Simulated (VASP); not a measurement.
The system is Sb.

```xyz
1
Lattice="3.0833 0.0000 0.0000 0.0000 3.0833 0.0000 0.0000 0.0000 3.0833" Properties=species:S:1:pos:R:3 pbc="T T T"
Sb    0.0000    0.0000    0.0000
```

- Program: VASP 6.6.1
- Task: relaxation of cell and atoms
- Functional: PBEsol
- Potentials or basis: VASP PAW PBE potentials, release 64 (Sb)
- Cutoff: 600 eV
- k mesh: 14 × 14 × 14
- Occupations: gaussian, width 0.1 eV
- Spin: no spin polarisation

At the start: pressure -1.1 GPa; volume 29.31 Å³/atom.

Task: Where does the relaxation end?

Result: Over 3 steps the energy falls by 2.1 meV/atom and the volume is 28.75 Å³/atom (-1.9 %); space group Pm-3m (No. 221, to 0.05 Å).

Step by step:
| step | energy change (eV) | largest force (eV/Å) | pressure (GPa) | volume (Å³) |
| --- | --- | --- | --- | --- |
| 1 | 0.0000 | 0.0000 | -1.14 | 29.31 |
| 2 | -0.0014 | 0.0000 | 0.69 | 28.43 |
| 3 | -0.0021 | 0.0000 | 0.01 | 28.75 |

Final structure:
```xyz
1
Lattice="3.0633 0.0000 0.0000 0.0000 3.0633 0.0000 0.0000 0.0000 3.0633" Properties=species:S:1:pos:R:3 pbc="T T T"
Sb    0.0000    0.0000    0.0000
```

Caveat: the PAW data sets were made with another functional, which shifts forces and pressure a little.
